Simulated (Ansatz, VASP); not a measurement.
Pb in VASP and in Ansatz

```
Pb
1.0
     5.67690    0.00000    0.00000
    -2.83845    4.91634    0.00000
     0.00000    0.00000    3.36402
Pb
3
Direct
  0.00000 0.00000 0.00000
  0.33333 0.66667 0.50000
  0.66667 0.33333 0.50000
```

Alike in both runs: functional r2SCAN; k mesh 12 × 12 × 12; occupations gaussian, width 0.1 eV; no spin polarisation.

Ansatz relaxed the structure, and its values are those at the end. VASP's run is a single point on that final structure, the one shown.

|  | VASP | Ansatz |
| --- | --- | --- |
| version | VASP 6.6.1 | Ansatz 0.2.0 |
| potentials or method | VASP PAW PBE potentials, release 64 (Pb_d), cutoff 520 eV | scalar-relativistic, plane waves, PAW |
| valence electrons in the cell | 42 | 42 |

|  | VASP | Ansatz | Ansatz less VASP |
| --- | --- | --- | --- |
| gap on the k mesh at the Fermi level (eV) | none | none | - |
| pressure (GPa) | 0.0 | 0.0 | +0.01 |

VASP's potentials were made for PBE, not for r2SCAN. A gap of «none» marks a metal or a gap that the smearing closes.

Neither program's run includes spin-orbit coupling.
